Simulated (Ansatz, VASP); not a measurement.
## One calculation of Sc, two programs

The input INCAR:

```
SYSTEM = Sc
ALGO = Fast ; EDIFF = 1E-7
ENCUT = 520 ; GGA = PS
ISIF = 2 ; ISMEAR = 0
LASPH = .True. ; LCHARG = .False.
LREAL = .False. ; LWAVE = .False.
NBANDS = 12 ; NELM = 100
PREC = Accurate ; SIGMA = 0.15
```

The input KPOINTS:

```
k-points
0
Gamma
  18 18 18
  0 0 0
```

POSCAR

```
Sc
1.0
    0.0000000000      2.3386150000      2.2364425000
    2.3386150000      0.0000000000      2.2364425000
    2.3386150000      2.3386150000      0.0000000000
Sc
1
Direct
    0.0000000000      0.0000000000      0.0000000000
```

Input for Ansatz:

```yaml
crystal:
  lattice:
    - [0.0, 2.338615, 2.2364425]
    - [2.338615, 0.0, 2.2364425]
    - [2.338615, 2.338615, 0.0]
  atoms:
    - { symbol: Sc, position: [0.0, 0.0, 0.0] }
basis:
  ecutwfc: 420
kpoints:
  mp_grid: { grid: [18, 18, 18] }
hamiltonian:
  xc: pbesol
scf:
  occupations: { method: gaussian, width: 0.15 }
output:
  forces: true
  stress: true
  eigenvalues: true
```

Change from the starting cell: strain +0.030 along x and y, -0.015 along z, atoms carried along.

Alike in both runs: task single point; functional PBEsol; k mesh 18 × 18 × 18; occupations gaussian, width 0.15 eV; no spin polarisation.

|  | VASP | Ansatz |
| --- | --- | --- |
| version | VASP 6.6.1 | Ansatz 0.2.0 |
| potentials or method | VASP PAW PBE potentials, release 64 (Sc_sv), cutoff 520 eV | scalar-relativistic, plane waves, PAW |
| valence electrons in the cell | 11 | 11 |

|  | VASP | Ansatz | Ansatz less VASP |
| --- | --- | --- | --- |
| gap on the k mesh at the Fermi level (eV) | none | none | - |
| pressure (GPa) | -1.8 | -1.8 | +0.01 |
| traceless stress, the component that is largest in VASP (GPa) | 0.77 | 0.76 | -0.003 |

VASP's potentials were made for PBE, not for PBEsol. A gap of «none» marks a metal or a gap that the smearing closes.
